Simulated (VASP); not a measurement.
Input of a VASP 6.6.1 run:

Contents of INCAR:

```
ALGO = Normal ; DIPOL = 0.5 0.5 0.500
EDIFF = 1E-6 ; EFIELD = 0.1
ENCUT = 520 ; GGA = PE
IDIPOL = 3 ; ISIF = 2
ISMEAR = 1 ; LASPH = True
LCHARG = False ; LDIPOL = True
LREAL = False ; LWAVE = False
NBANDS = 16 ; NELM = 100
PREC = Accurate ; SIGMA = 0.0427
```

Contents of KPOINTS:

```
k-points
0
Gamma
  5 5 1
```

POSCAR

```
BeS
1.0
    3.4294678888      0.0000000000      0.0000000000
    1.7147339444      2.9700063131      0.0000000000
    0.0000000000      0.0000000000     15.5001860070
Be S
2 2
Direct
    0.0000000000      0.0000000000      0.3870921289
    0.3333333333      0.3333333333      0.5677447227
    0.3333333333      0.3333333333      0.4322552773
    0.6666666667      0.6666666667      0.6129078711
```

Potentials or basis: VASP PAW PBE potentials, release 64 (Be, S).

The run is started by

```bash
$ cat potpaw_PBE.64/Be/POTCAR potpaw_PBE.64/S/POTCAR > POTCAR
$ mpirun -np 1 vasp_std > vasp.out
```

Question: Estimate the band gap on the k mesh.

Answer: 0.33 eV, direct.

Question: What does it give for the largest force?

Answer: 2.679 eV/Å.

Forces on the atoms (eV/Å):
```
Be   0.000  0.000  1.705
Be   0.000  0.000  2.113
S    0.000  0.000 -2.679
S    0.000  0.000 -1.138
```

Caveat: the k points lie up to 0.42 Å⁻¹ apart.
